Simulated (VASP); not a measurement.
# Ir (I4/mmm) in VASP: a series of runs

Runs on Ir. Level: r2SCAN. Tasks: single point.

Program: VASP 6.6.1. These are calculated values, not measurements. Logs are shortened: lines on timing, memory, paths and dates and some standing lists are left out, and cuts for length are marked.

## (1) The cell of the first run

Symmetry: I4/mmm, No. 139, tetragonal system. Conventional cell: a = 2.579 Å, b = 2.579 Å, c = 3.839 Å, α = 90.00°, β = 90.00°, γ = 90.00°. Ir (site symmetry 4/mmm) has 12 Ir at 2.58 to 2.65 Å within 3.4 Å.

## (2) Single point, r2SCAN (strain -0.050 along x and y, +0.000 along z)

POSCAR reads:

```
Ir
1.0
    0.0000000000      1.8237150000      1.9197000000
    1.8237150000      0.0000000000      1.9197000000
    1.8237150000      1.8237150000      0.0000000000
Ir
1
Direct
    0.0000000000      0.0000000000      0.0000000000
```

INCAR.step1 reads:

```
SYSTEM = Ir
PREC = Accurate
ENCUT = 520
ISMEAR = 0
SIGMA = 0.15
LREAL = .False.
LASPH = .True.
NELM = 60
NBANDS = 10
GGA = PE
ALGO = Normal
EDIFF = 1E-4
LWAVE = .True.
LCHARG = .False.
```

INCAR.step2 reads:

```
SYSTEM = Ir
PREC = Accurate
ENCUT = 520
EDIFF = 1E-6
ISMEAR = 0
SIGMA = 0.15
LREAL = .False.
LASPH = .True.
NELM = 60
ALGO = Normal
ISIF = 2
LWAVE = .False.
LCHARG = .True.
METAGGA = R2SCAN
LMIXTAU = .True.
LELF = .True.
LVHAR = .True.
NBANDS = 10
ISTART = 1
```

KPOINTS reads:

```
regular mesh
0
Gamma
  22 22 22
  0 0 0
```

Potentials or basis: VASP PAW PBE potentials, release 64 (Ir).

The run is started by

```bash
> cat potpaw_PBE.64/Ir/POTCAR > POTCAR
> cp INCAR.step1 INCAR
> mpirun -np 1 vasp_std > vasp.out
> cp INCAR.step2 INCAR
> mpirun -np 1 vasp_std > vasp.out
```

OUTCAR:

```text
SYSTEM = Ir
   PREC = Accurate
   ENCUT = 520
   EDIFF = 1E-6
   ISMEAR = 0
   LREAL = .False.
   LASPH = .True.
   NELM = 60
   ISIF = 2
   METAGGA = R2SCAN
   ISTART = 1

 ion  position               nearest neighbor table
   1  0.000  0.000  0.000-

  LATTYP: Found a body centered tetragonal cell.
 ALAT       =     2.5791224869
 C/A-ratio  =     1.4886458551

  Lattice vectors:

 A1 = (  -1.8237150000,   0.0000000000,   1.9197000000)
 A2 = (   1.8237150000,   0.0000000000,   1.9197000000)
 A3 = (   0.0000000000,   1.8237150000,  -1.9197000000)

Analysis of symmetry for initial positions (statically):
=====================================================================
 Subroutine PRICEL returns:
 Original cell was already a primitive cell.

 Routine SETGRP: Setting up the symmetry group for a
 body centered tetragonal supercell.

 Subroutine GETGRP returns: Found 16 space group operations
 (whereof 16 operations were pure point group operations)
 out of a pool of 16 trial point group operations.

The static configuration has the point symmetry D_4h.

Analysis of symmetry for dynamics (positions and initial velocities):
=====================================================================
 Subroutine PRICEL returns:
 Original cell was already a primitive cell.

 Routine SETGRP: Setting up the symmetry group for a
 body centered tetragonal supercell.

 Subroutine GETGRP returns: Found 16 space group operations
 (whereof 16 operations were pure point group operations)
 out of a pool of 16 trial point group operations.

The dynamic configuration has the point symmetry D_4h.

 Subroutine INISYM returns: Found 16 space group operations
 (whereof 16 operations are pure point group operations),
 and found     1 'primitive' translations

----------------------------------------------------------------------------------------

                                     Primitive cell

  volume of cell :      12.7696

  direct lattice vectors                    reciprocal lattice vectors
     0.000000000  1.823715000  1.919700000    -0.274165645  0.274165645  0.260457363
     1.823715000  0.000000000  1.919700000     0.274165645 -0.274165645  0.260457363
     1.823715000  1.823715000  0.000000000     0.274165645  0.274165645 -0.260457363

  length of vectors
     2.647864138  2.647864138  2.579122487     0.467088472  0.467088472  0.467088472

  position of ions in fractional coordinates (direct lattice)
     0.000000000  0.000000000  0.000000000

  ion indices of the primitive-cell ions
   primitive index   ion index
                 1           1

----------------------------------------------------------------------------------------

 KPOINTS: regular mesh

Automatic generation of k-mesh.
 Grid dimensions read from file:
 generate k-points for:   22   22   22

 Generating k-lattice:

  Cartesian coordinates                     Fractional coordinates (reciprocal lattice)
    -0.012462075  0.012462075  0.011838971     0.045454545  0.000000000  0.000000000
     0.012462075 -0.012462075  0.011838971     0.000000000  0.045454545  0.000000000
     0.012462075  0.012462075 -0.011838971     0.000000000  0.000000000  0.045454545

  Length of vectors
     0.021231294  0.021231294  0.021231294

  Shift w.r.t. Gamma in fractional coordinates (k-lattice)
     0.000000000  0.000000000  0.000000000

 Subroutine IBZKPT returns following result:
 ===========================================

 Found    834 irreducible k-points:

 Following reciprocal coordinates:
            Coordinates               Weight
  0.000000  0.000000  0.000000      1.000000
  0.045455  0.000000  0.000000      8.000000
  0.090909  0.000000  0.000000      8.000000
  0.136364 -0.000000  0.000000      8.000000
  0.181818  0.000000  0.000000      8.000000
  0.227273  0.000000  0.000000      8.000000
[... 16 lines left out ...]
  0.500000  0.045455  0.000000      8.000000
 -0.454545  0.045455  0.000000      8.000000
 [... further k-points ...]
   k-points           NKPTS =    834   k-points in BZ     NKDIM =    834   number of bands    NBANDS=     10
   number of dos      NEDOS =    301   number of ions     NIONS =      1
   total plane-waves  NPLWV =   8000
   dimension x,y,z NGX =    20 NGY =   20 NGZ =   20
   dimension x,y,z NGXF=    40 NGYF=   40 NGZF=   40
   ions per type =               1
   NGX,Y,Z   is equivalent  to a cutoff of  12.56, 12.56, 12.89 a.u.
   NGXF,Y,Z  is equivalent  to a cutoff of  25.11, 25.11, 25.78 a.u.
 SYSTEM =  Ir
   PREC   = accura    normal or accurate (medium, high low for compatibility)
   ISTART =      1    job   : 0-new  1-cont  2-samecut
   ICHARG =      0    charge: 1-file 2-atom 10-const
   ISPIN  =      1    spin polarized calculation?
   LNONCOLLINEAR =      F non collinear calculations
   LSORBIT =      F    spin-orbit coupling
   LASPH  =      T    aspherical Exc in radial PAW
   ENCUT  =  520.0 eV  38.22 Ry    6.18 a.u.   4.92  4.92  4.80*2*pi/ulx,y,z
[... 61 lines left out ...]
      4       7.6757      2.00000
      5      10.0085      2.00000
      6      11.1171      2.00000
      7      26.9409      0.00000
      8      32.1597      0.00000
      9      34.0722      0.00000
     10      34.0722      0.00000

 k-point     2 :       0.0455    0.0000    0.0000
  band No.  band energies     occupation
      1      -0.5317      2.00000
      2       6.8693      2.00000
      3       7.6406      2.00000
      4       7.7244      2.00000
      5       9.9852      2.00000
      6      11.0723      2.00000
      7      27.1356      0.00000
      8      32.1226      0.00000
      9      33.7099      0.00000
     10      34.2594      0.00000

 k-point     3 :       0.0909    0.0000    0.0000
  band No.  band energies     occupation
      1      -0.2158      2.00000
      2       6.8872      2.00000
      3       7.5790      2.00000
      4       7.8608      2.00000
      5       9.9367      2.00000
      6      10.9545      2.00000
      7      27.6865      0.00000
      8      31.5189      0.00000
      9      33.6168      0.00000
     10      34.8084      0.00000

 k-point     4 :       0.1364   -0.0000    0.0000
  band No.  band energies     occupation
      1       0.2801      2.00000
      2       6.8222      2.00000
      3       7.5765      2.00000
      4       8.0512      2.00000
      5       9.9283      2.00000
      6      10.8150      2.00000
      7      28.4681      0.00000
      8      30.3718      0.00000
      9      34.2876      0.00000
     10      35.6827      0.00000

 k-point     5 :       0.1818    0.0000    0.0000
  band No.  band energies     occupation
      1       0.9001      2.00000
      2       6.7113      2.00000
      3       7.6007      2.00000
      4       8.2290      2.00000
      5      10.0577      2.00000
      6      10.7406      2.00000
      7      28.7142      0.00000
      8      29.7593      0.00000
      9      35.3509      0.00000
     10      36.8234      0.00000

 k-point     6 :       0.2273    0.0000    0.0000
  band No.  band energies     occupation
      1       1.5463      2.00000
      2       6.7130      2.00000
      3       7.5510      2.00000
      4       8.3061      2.00000
      5      10.3973      2.00000
      6      10.8347      2.00000
      7      27.6284      0.00000
      8      30.2382      0.00000
      9      36.6489      0.00000
     10      38.1271      0.00000
[... 183 lines left out ...]
 k-point    21 :       0.4091    0.0455    0.0000
  band No.  band energies     occupation
      1       2.5931      2.00000
      2       6.8419      2.00000
      3       7.9081      2.00000
      4       9.1621      2.00000
      5      12.6464      0.00000
      6      12.6525      0.00000
      7      22.9915      0.00000
      8      27.4935      0.00000
      9      35.0570      0.00000
     10      35.3461      0.00000

 k-point    22 :       0.4545    0.0455    0.0000
  band No.  band energies     occupation
      1       2.5699      2.00000
      2       6.7406      2.00000
      3       7.7733      2.00000
      4      10.1291      2.00000
      5      12.9216      0.00000
      6      13.3234      0.00000
      7      21.6906      0.00000
      8      26.9078      0.00000
      9      34.1790      0.00000
     10      34.3897      0.00000

 k-point    23 :       0.5000    0.0455    0.0000
  band No.  band energies     occupation
      1       2.5492      2.00000
      2       6.7073      2.00000
      3       7.6971      2.00000
      4      10.6684      2.00000
      5      12.9955      0.00000
      6      13.7951      0.00000
      7      20.9283      0.00000
      8      26.6520      0.00000
      9      33.4463      0.00000
     10      34.1923      0.00000

 k-point    24 :      -0.4545    0.0455    0.0000
  band No.  band energies     occupation
      1       2.5543      2.00000
      2       6.7418      2.00000
      3       7.6901      2.00000
      4      10.5430      2.00000
      5      12.8422      0.00000
      6      13.9008      0.00000
      7      21.0584      0.00000
      8      26.7066      0.00000
      9      33.2647      0.00000
     10      34.5071      0.00000

 [... further k-points ...]

------------------------ aborting loop because EDIFF is reached ----------------------------------------

  FORCE on cell =-STRESS in cart. coord.  units (eV):
  Direction    XX          YY          ZZ          XY          YZ          ZX
  --------------------------------------------------------------------------------------
  -------------------------------------------------------------------------------------
  Total        5.3223259      5.3223259      3.1792534      0.0000000      0.0000000     -0.0000000
  in kB      667.7820526    667.7820526    398.8948492      0.0000000      0.0000000     -0.0000000
  external PRESSURE =     578.1529848 kB  Pullay stress =       0.0000000 kB

 VOLUME and BASIS-vectors are now :
 -----------------------------------------------------------------------------
  energy-cutoff  :      520.00
  volume of cell :       12.77
      direct lattice vectors                 reciprocal lattice vectors
     0.000000000  1.823715000  1.919700000    -0.274165645  0.274165645  0.260457363
     1.823715000  0.000000000  1.919700000     0.274165645 -0.274165645  0.260457363
     1.823715000  1.823715000  0.000000000     0.274165645  0.274165645 -0.260457363

 POSITION                                       TOTAL-FORCE (eV/Angst)
 -----------------------------------------------------------------------------------
      0.00000      0.00000      0.00000         0.000000      0.000000      0.000000
 -----------------------------------------------------------------------------------
    total drift:                               -0.000000     -0.000000     -0.000000

  FREE ENERGIE OF THE ION-ELECTRON SYSTEM (eV)
  ---------------------------------------------------
  free  energy   TOTEN  =       -52.0888269793 eV

  energy  without entropy=      -52.0789817095  energy(sigma->0) =      -52.08390434
```

Run time: 3.9 min. Hardware: 1 thread of AMD EPYC 9R45 (Zen 5), shared host; peak memory 0.19 GiB.

What came out:

```
Free energy            : -52.0888 eV
Pressure               : 57.8 GPa
Band gap on the k mesh : zero (an odd number of electrons rules out a gap without spin polarisation)
```

Stress tensor (GPa, compression positive):
```
66.78  0.00  0.00
 0.00 66.78  0.00
 0.00  0.00 39.89
```

Caveat: the cell differs from its parent crystal (strain -0.050 along x and y, +0.000 along z); the cell stands under pressure; the PAW data sets were made with another functional, which shifts forces and pressure a little; spin-orbit coupling is left out, which moves the levels of the heavy elements.

## (3) Single point, r2SCAN (strain -0.025 along x and y, -0.050 along z)

POSCAR reads:

```
Ir
1.0
    0.0000000000      1.8717075000      1.8237150000
    1.8717075000      0.0000000000      1.8237150000
    1.8717075000      1.8717075000      0.0000000000
Ir
1
Direct
    0.0000000000      0.0000000000      0.0000000000
```

INCAR.step1 reads:

```
SYSTEM = Ir
ALGO     = Normal         ! electronic algorithm
EDIFF    = 1E-4           ! SCF threshold, eV
ENCUT    = 520            ! plane-wave cutoff, eV
GGA      = PE             ! functional
ISMEAR   = 0              ! smearing method
LASPH    = .TRUE.         ! aspherical terms in the spheres
LCHARG   = .FALSE.        ! write CHGCAR
LREAL    = .FALSE.        ! projectors in reciprocal space
LWAVE    = .TRUE.         ! write WAVECAR
NBANDS   = 10             ! bands
NELM     = 80             ! most SCF steps
PREC     = Accurate       ! precision mode
SIGMA    = 0.15           ! smearing width, eV
```

INCAR.step2 reads:

```
SYSTEM = Ir
ALGO     = Normal         ! electronic algorithm
EDIFF    = 1E-7           ! SCF threshold, eV
ENCUT    = 520            ! plane-wave cutoff, eV
ISIF     = 2              ! what is computed and relaxed
ISMEAR   = 0              ! smearing method
ISTART   = 1            
LASPH    = .TRUE.         ! aspherical terms in the spheres
LCHARG   = .TRUE.         ! write CHGCAR
LELF     = .TRUE.         ! ELF
LMIXTAU  = .TRUE.       
LREAL    = .FALSE.        ! projectors in reciprocal space
LVHAR    = .TRUE.       
LWAVE    = .FALSE.        ! write WAVECAR
METAGGA  = R2SCAN         ! meta-GGA
NBANDS   = 10             ! bands
NELM     = 80             ! most SCF steps
PREC     = Accurate       ! precision mode
SIGMA    = 0.15           ! smearing width, eV
```

KPOINTS reads:

```
k-points
0
G
  22 22 22
  0 0 0
```

Potentials or basis: VASP PAW PBE potentials, release 64 (Ir).

The run is started by

```bash
> cat potpaw_PBE.64/Ir/POTCAR > POTCAR
> cp INCAR.step1 INCAR
> mpirun -np 1 vasp_std > vasp.out
> cp INCAR.step2 INCAR
> mpirun -np 1 vasp_std > vasp.out
```

Run time: 4.5 min. Hardware: 1 thread of AMD EPYC 9R45 (Zen 5), shared host; peak memory 0.2 GiB.

It converged, with:

* Free energy: -52.1192 eV
* Pressure: 56.8 GPa
* Band gap on the k mesh: zero (an odd number of electrons rules out a gap without spin polarisation)

Stress tensor (GPa, compression positive):
```
52.53  0.00  0.00
 0.00 52.53  0.00
 0.00  0.00 65.32
```

Levels at points of the mesh, in eV from the Fermi level:
| k point | band 2 | band 3 | band 4 | band 5 | band 6 | band 7 |
| --- | --- | --- | --- | --- | --- | --- |
| (0.00, 0.00, 0.00) | -4.78 | -4.78 | -4.38 | -1.72 | -1.19 | 14.87 |
| (0.50, 0.00, 0.00) | -5.05 | -4.62 | -0.92 | 1.04 | 1.28 | 8.86 |
| (0.50, 0.50, 0.00) | -8.88 | 1.05 | 1.93 | 1.93 | 2.29 | 12.55 |
| (0.50, 0.00, 0.50) | -8.82 | 1.07 | 1.65 | 1.70 | 2.09 | 12.39 |

Caveat: the cell differs from its parent crystal (strain -0.025 along x and y, -0.050 along z); the cell stands under pressure; the PAW data sets were made with another functional, which shifts forces and pressure a little; spin-orbit coupling is left out, which moves the levels of the heavy elements.

## (4) Single point, r2SCAN (strain -0.050 along x and y, +0.025 along z)

POSCAR reads:

```
Ir
1.0
    0.0000000000      1.8237150000      1.9676925000
    1.8237150000      0.0000000000      1.9676925000
    1.8237150000      1.8237150000      0.0000000000
Ir
1
Direct
    0.0000000000      0.0000000000      0.0000000000
```

INCAR.step1 reads:

```
PREC     = Accurate       # precision mode
ENCUT    = 520            # plane-wave cutoff, eV
ISMEAR   = 0              # smearing method
SIGMA    = 0.15           # smearing width, eV
LREAL    = F              # projectors in reciprocal space
LASPH    = T              # aspherical terms in the spheres
NELM     = 80             # most SCF steps
NBANDS   = 10             # bands
GGA      = PE             # functional
ALGO     = Normal         # electronic algorithm
EDIFF    = 1E-4           # SCF threshold, eV
LWAVE    = T              # write WAVECAR
LCHARG   = F              # write CHGCAR
```

INCAR.step2 reads:

```
PREC     = Accurate       # precision mode
ENCUT    = 520            # plane-wave cutoff, eV
EDIFF    = 1E-6           # SCF threshold, eV
ISMEAR   = 0              # smearing method
SIGMA    = 0.15           # smearing width, eV
LREAL    = F              # projectors in reciprocal space
LASPH    = T              # aspherical terms in the spheres
NELM     = 80             # most SCF steps
ALGO     = Normal         # electronic algorithm
ISIF     = 2              # what is computed and relaxed
LWAVE    = F              # write WAVECAR
LCHARG   = F              # write CHGCAR
METAGGA  = R2SCAN         # meta-GGA
LMIXTAU  = T            
NBANDS   = 10             # bands
ISTART   = 1
```

KPOINTS reads:

```
regular mesh
0
Gamma
  22 22 22
```

The run is started by

```bash
> cat potpaw_PBE.64/Ir/POTCAR > POTCAR
> cp INCAR.step1 INCAR
> mpirun -np 1 vasp_std > vasp.out
> cp INCAR.step2 INCAR
> mpirun -np 1 vasp_std > vasp.out
```

Run time: 3.8 min. Hardware: 1 thread of AMD EPYC 9R45 (Zen 5), shared host; peak memory 0.2 GiB.

The run converged. Its results:

```yaml
Free_energy: -52.1466 eV
Pressure: 43.6 GPa
Band_gap_on_the_k_mesh: zero (an odd number of electrons rules out a gap without spin polarisation)
```

Stress tensor (GPa, compression positive):
```
56.05  0.00  0.00
 0.00 56.05  0.00
 0.00  0.00 18.62
```

Levels at points of the mesh, in eV from the Fermi level:
```
           k point  band 1  band 2  band 3  band 4  band 5  band 6  band 7  band 8  band 9
(0.00, 0.00, 0.00)  -12.37   -5.23   -4.02   -4.02   -2.23   -0.63   15.06   19.57   22.25
(0.50, 0.00, 0.00)   -9.26   -5.21   -4.04   -0.84    0.84    1.40    8.65   14.46   21.14
(0.50, 0.50, 0.00)   -9.21   -8.47    0.71    1.17    1.77    1.77   10.77   13.79   13.79
(0.50, 0.00, 0.50)   -9.14   -8.50    0.88    1.22    2.48    2.48   11.80   12.90   13.11
```

Caveat: the cell differs from its parent crystal (strain -0.050 along x and y, +0.025 along z); the cell stands under pressure; the PAW data sets were made with another functional, which shifts forces and pressure a little; spin-orbit coupling is left out, which moves the levels of the heavy elements.

## (5) Summary

| cell | gap on the mesh (eV) | pressure (GPa) |
| --- | --- | --- |
| a = 2.648, b = 2.648, c = 2.579 Å, angles 60.9, 60.9, 58.3°, 1 atom | none | 57.8 |
| a = 2.613, b = 2.613, c = 2.647 Å, angles 59.6, 59.6, 60.9°, 1 atom | none | 56.8 |
| a = 2.683, b = 2.683, c = 2.579 Å, angles 61.3, 61.3, 57.5°, 1 atom | none | 43.6 |

Alike in all rows: task single point; level r2SCAN; potentials or basis VASP PAW PBE potentials, release 64 (Ir); no spin polarisation; k mesh 22 × 22 × 22; cutoff (eV) 520; smearing gaussian 0.15 eV.

Caveats: the cell stands under pressure; the PAW data sets were made with another functional, which shifts forces and pressure a little; spin-orbit coupling is left out, which moves the levels of the heavy elements.

Absolute energies hang on the potentials; compare differences alone.
